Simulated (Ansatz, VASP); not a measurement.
Two plane-wave programs on Fe

```xyz
2
Lattice="2.4342 0.0000 0.0000 -1.2171 2.1080 0.0000 0.0000 0.0000 3.8419" Properties=species:S:1:pos:R:3 pbc="T T T"
Fe    0.0000    1.4054    0.9605
Fe    1.2171    0.7027    2.8815
```

Alike in both runs: task single point; functional LDA; k mesh 15 × 15 × 10; occupations gaussian, width 0.05 eV; no spin polarisation.

|  | VASP | Ansatz |
| --- | --- | --- |
| version | VASP 6.6.1 | Ansatz 0.2.0 |
| potentials or method | VASP PAW LDA potentials, release 64 (Fe), cutoff 520 eV | scalar-relativistic, plane waves, PAW |
| valence electrons in the cell | 16 | 32 |

|  | VASP | Ansatz | Ansatz less VASP |
| --- | --- | --- | --- |
| gap on the k mesh at the Fermi level (eV) | none | none | - |
| pressure (GPa) | -10.8 | -10.5 | +0.28 |
| traceless stress, the component that is largest in VASP (GPa) | 0.68 | 0.76 | +0.076 |

LDA's correlation is that of Perdew and Zunger in VASP and of Perdew and Wang (1992) in Ansatz. A gap of «none» marks a metal or a gap that the smearing closes. VASP's potentials hold 16 valence electrons a cell and Ansatz's 32, so a difference there can come from the potentials and not from the codes.
